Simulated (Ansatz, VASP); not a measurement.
**Two plane-wave programs on CuO**

The input INCAR:

```
  PREC = Accurate
  ENCUT = 600
  EDIFF = 1E-6
  ISMEAR = -1
  SIGMA = 0.05
  LREAL = False
  LASPH = True
  NELM = 60
  ALGO = Normal
  ISIF = 3
  LWAVE = False
  LCHARG = False
  GGA = PE
  IVDW = 12
  IBRION = 2
  NSW = 60
  EDIFFG = -0.01
```

KPOINTS

```
regular mesh
0
Gamma
  11 11 11
```

File POSCAR:

```
CuO
1.0
    0.0000000000      2.1165600000      2.1165600000
    2.1165600000      0.0000000000      2.1165600000
    2.1165600000      2.1165600000      0.0000000000
Cu O
1 1
Direct
    0.0294977200      0.0281008700      0.9080259900
    0.4705022800      0.4718991300      0.5919740100
```

input.yaml

```yaml
crystal:
  lattice:
    - [0.0, 2.11656, 2.11656]
    - [2.11656, 0.0, 2.11656]
    - [2.11656, 2.11656, 0.0]
  atoms:
    - { symbol: Cu, position: [0.02949772, 0.02810087, 0.90802599] }
    - { symbol: O, position: [0.47050228, 0.47189913, 0.59197401] }
hamiltonian:
  xc: pbe
  pseudopotentials: { kind: paw }
  dispersion: d3bj
kpoints:
  mp_grid: { grid: [11, 11, 11] }
scf:
  occupations: { method: fermi_dirac, width: 0.05 }
output:
  forces: true
  stress: true
  eigenvalues: true
relax:
  f_tol: 0.01
  max_steps: 40
  cell: { stress_tol: 0.05 }
```

Alike in both runs: task relaxation of cell and atoms; functional PBE; dispersion D3(BJ); k mesh 11 × 11 × 11; occupations fermi-dirac, width 0.05 eV; no spin polarisation.

```csv
,VASP,Ansatz
version,VASP 6.6.1,Ansatz 0.2.0
potentials or method,"VASP PAW PBE potentials, release 64 (Cu, O)",Ansatz PAW
plane-wave cutoff (eV),600,420
valence electrons in the cell,17,25
```

VASP gave:

```
gap on the k mesh at the Fermi level, each at its own relaxed structure (eV) : none
relaxed volume (Å³/atom)                                                     : 9.30
relaxed length of the cell vector where the two differ most in proportion (Å)              : 2.975
```

Task: What did Ansatz give for the same quantities?

Result: gap on the k mesh at the Fermi level, each at its own relaxed structure (eV): none; relaxed volume (Å³/atom): 9.29; relaxed length of the cell vector where the two differ most in proportion (Å): 2.973.

A gap of «none» marks a metal or a gap that the smearing closes. VASP's potentials hold 17 valence electrons a cell and Ansatz's 25, so a difference there can come from the potentials and not from the codes.

Noted on Ansatz's run: the plane-wave basis is chosen anew once the cell has moved, so the energies of steps on either side of that aren't comparable.
